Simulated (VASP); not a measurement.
CdS (rocksalt type): single point with PBE

CdS (rocksalt type):

```
Cd S
1.0
     0.00000    2.68172    2.68172
     2.68172    0.00000    2.68172
     2.68172    2.68172    0.00000
Cd S
1 1
Direct
  0.00000 0.00000 0.00000
  0.50000 0.50000 0.50000
```

This cell differs from its parent crystal: volume scaled by 0.93, to set the pressure.

```
Program                : VASP 6.6.1
Task                   : single point
Functional             : PBE
Potentials or basis    : VASP PAW PBE potentials, release 64 (Cd, S)
Cutoff                 : 520 eV
k mesh                 : 13 × 13 × 13
Occupations            : fermi-dirac, width 0.08 eV
Spin                   : no spin polarisation
Dipole correction      : no
Further INCAR settings : ALGO = Normal; EDIFF = 1e-06; NBANDS = 16
```

| Property | Result |
| --- | --- |
| Pressure | 6.7 GPa |
| Band gap on the k mesh | 0.33 eV, indirect (least direct gap 2.07 eV) |

Levels at points of the mesh, in eV from the valence-band top:
```
           k point  band 6  band 7  band 8  band 9  band 10  band 11  band 12  band 13
(0.00, 0.00, 0.00)   -7.75   -0.87   -0.87   -0.87     1.20     9.25     9.25     9.25
```

Run time: 42 s on 1 thread of Intel Xeon 6975P-C, with other jobs on the host, peak memory 0.19 GiB.

Caveat: the cell differs from its parent crystal (volume scaled by 0.93, to set the pressure). A k mesh can miss the band edges.
